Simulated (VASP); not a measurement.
## MnF2: single point with PBE+U

Crystal: MnF2.

```xyz
6
Lattice="4.9841 0.0000 0.0000 0.0000 4.9841 0.0000 0.0000 0.0000 3.3654" Properties=species:S:1:pos:R:3 pbc="T T T"
Mn    0.0000    0.0000    0.0000
Mn    2.4920    2.4920    1.6827
F     1.5219    1.5219    0.0000
F     0.9701    4.0140    1.6827
F     3.4621    3.4621    0.0000
F     4.0140    0.9701    1.6827
```

```json
{
 "Program": "VASP 6.6.1",
 "Task": "single point",
 "Functional": "PBE",
 "Potentials or basis": "VASP PAW PBE potentials, release 64 (Mn_pv, F)",
 "Cutoff": "520 eV",
 "k mesh": "3 × 3 × 4",
 "Occupations": "gaussian, width 0.05 eV",
 "Spin": "collinear spin, antiferromagnetic start",
 "Starting moments": "[5.0, -5.0, 0.0, 0.0, 0.0, 0.0] μB",
 "Hubbard terms": "Mn d U = 3.9 eV",
 "Dipole correction": "no",
 "Further INCAR settings": "ALGO = Normal; EDIFF = 1e-06; NBANDS = 40"
}
```

| Quantity | Value |
| --- | --- |
| Pressure | -1.2 GPa |
| Largest force | 0.011 eV/Å |
| Band gap on the k mesh | 3.56 eV (least direct gap 3.58 eV) |
| Net moment | 0.00 μB per cell |
| Site moments | Mn +4.68, -4.68; F -0.02, +0.02 (each value once) μB |
| Valence electrons inside the program's atomic spheres | Mn 11.21; F 6.10 |

Forces in eV/Å, atoms in the order of the input:
```
Mn   0.000  0.000  0.000
Mn   0.000  0.000  0.000
F   -0.008 -0.008  0.000
F    0.008 -0.008  0.000
F    0.008  0.008  0.000
F   -0.008  0.008  0.000
```

Stress tensor (GPa, compression positive):
```
-1.05  0.00  0.00
 0.00 -1.05  0.00
 0.00  0.00 -1.38
```

Levels at points of the mesh, in eV from the valence-band top:
Spin up:
```csv
k point,band 24,band 25,band 26,band 27,band 28,band 29,band 30,band 31
"(0.00, 0.00, 0.00)",-1.66,-1.39,-0.47,-0.02,3.56,5.58,6.12,6.18
"(0.00, 0.00, 0.50)",-1.49,-1.11,-0.68,-0.47,5.89,5.89,5.99,6.59
```
Spin down:
```csv
k point,band 23,band 24,band 25,band 26,band 27,band 28,band 29,band 30,band 31,band 32
"(0.00, 0.00, 0.00)",-1.83,-1.66,-1.39,-0.47,-0.02,3.56,5.58,6.12,6.18,6.81
"(0.00, 0.00, 0.50)",-1.79,-1.49,-1.11,-0.68,-0.47,5.89,5.89,5.99,6.59,6.67
```

Eigenvalues of the final occupation matrices:
| site | spin | trace | eigenvalues |
| --- | --- | --- | --- |
| site 1 d | 1 | 4.80 | 0.95 0.95 0.95 0.98 0.98 |
| site 1 d | 2 | 0.15 | 0.01 0.01 0.01 0.05 0.06 |
| site 2 d | 1 | 0.15 | 0.01 0.01 0.01 0.05 0.06 |
| site 2 d | 2 | 4.80 | 0.95 0.95 0.95 0.98 0.98 |

Run time: 78 s on 1 thread of Intel(R) Xeon(R) Platinum 8259CL CPU @ 2.50GHz (Skylake/Cascade Lake), on a shared host, peak memory 0.24 GiB.

Caveat: the k points lie up to 0.47 Å⁻¹ apart; an odd mesh through Γ misses points on the zone boundary, where band edges can lie. The state reached can hang on the start; a lower one may exist.
